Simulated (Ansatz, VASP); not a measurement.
## One calculation of MgB2, two programs

File INCAR:

```
SYSTEM = MgB2
PREC = Accurate ; ENCUT = 520
EDIFF = 1E-8 ; ISMEAR = -1
SIGMA = 0.05 ; LREAL = .FALSE.
LASPH = .TRUE. ; NELM = 100
ALGO = Normal ; ISIF = 2
LWAVE = .FALSE. ; LCHARG = .FALSE.
GGA = PE ; LEFG = .TRUE.
NBANDS = 11
```

Contents of KPOINTS:

```
regular mesh
0
G
  12 12 9
  0 0 0
```

Contents of POSCAR:

```
MgB2
1.0
    3.0850007055      0.0000000000      0.0000000000
   -1.5425003528      2.6716889817      0.0000000000
    0.0000000000      0.0000000000      3.4173100000
Mg B
1 2
Direct
    0.0000000000      0.0000000000      0.0000000000
    0.3333333333      0.6666666667      0.5000000000
    0.6666666667      0.3333333333      0.5000000000
```

Input for Ansatz:

```yaml
crystal:
  lattice:
    - [3.0850007055, 0.0, 0.0]
    - [-1.5425003528, 2.6716889817, 0.0]
    - [0.0, 0.0, 3.41731]
  atoms:
    - { symbol: Mg, position: [0.0, 0.0, 0.0] }
    - { symbol: B, position: [0.3333333333, 0.6666666667, 0.5] }
    - { symbol: B, position: [0.6666666667, 0.3333333333, 0.5] }
kpoints:
  mp_grid: { grid: [12, 12, 9] }
scf:
  occupations: { method: fermi_dirac, width: 0.05 }
hamiltonian:
  xc: pbe
  pseudopotentials: { kind: paw }
output:
  forces: true
  stress: true
  eigenvalues: true
  efg: { contact_densities: true }
```

Change from the starting cell: zz strain of -3 %, PAW files.

Alike in both runs: task electric field gradients; functional PBE; k mesh 12 × 12 × 9; occupations fermi-dirac, width 0.05 eV; no spin polarisation.

|  | VASP | Ansatz |
| --- | --- | --- |
| version | VASP 6.6.1 | Ansatz 0.2.0 |
| potentials or method | VASP PAW PBE potentials, release 64 (Mg, B) | PAW with Ansatz's default frozen-core files, scalar-relativistic |
| plane-wave cutoff (eV) | 520 | 420 |
| valence electrons in the cell | 8 | 16 |

|  | VASP | Ansatz | Ansatz less VASP |
| --- | --- | --- | --- |
| pressure (GPa) | 2.2 | 2.4 | +0.24 |
| traceless stress, the component that is largest in VASP (GPa) | 5.53 | 5.65 | +0.114 |
| size of Vzz on the site where it differs most (V/Å²) | 18.7 | 16.3 | -2.38 |

With one functional, cell and mesh, what is left measures potentials, basis and numerics. VASP's potentials hold 8 valence electrons a cell and Ansatz's 16, so a difference there can come from the potentials and not from the codes.
